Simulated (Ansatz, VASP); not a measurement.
Pd: VASP beside Ansatz

```
CELL_PARAMETERS angstrom
-1.58105 1.58105 1.58105
1.58105 -1.58105 1.58105
1.58105 1.58105 -1.58105
ATOMIC_POSITIONS crystal
Pd 0.00000 0.00000 0.00000
```

Alike in both runs: task single point; functional revPBE; k mesh 16 × 16 × 16; occupations fermi-dirac, width 0.1 eV; no spin polarisation.

```csv
,VASP,Ansatz
version,VASP 6.6.1,Ansatz 0.2.0
potentials or method,"VASP PAW PBE potentials, release 64 (Pd), cutoff 500 eV","plane waves (420 eV) with PAW, scalar-relativistic"
valence electrons in the cell,10,18
```

```tsv
	VASP	Ansatz	Ansatz less VASP
pressure (GPa)	-0.3	-0.1	+0.20
```

VASP's potentials were made for PBE, not for revPBE. The functional is the same, so the differences come from potentials, cutoffs and numerics. VASP's potentials hold 10 valence electrons a cell and Ansatz's 18, so a difference there can come from the potentials and not from the codes.
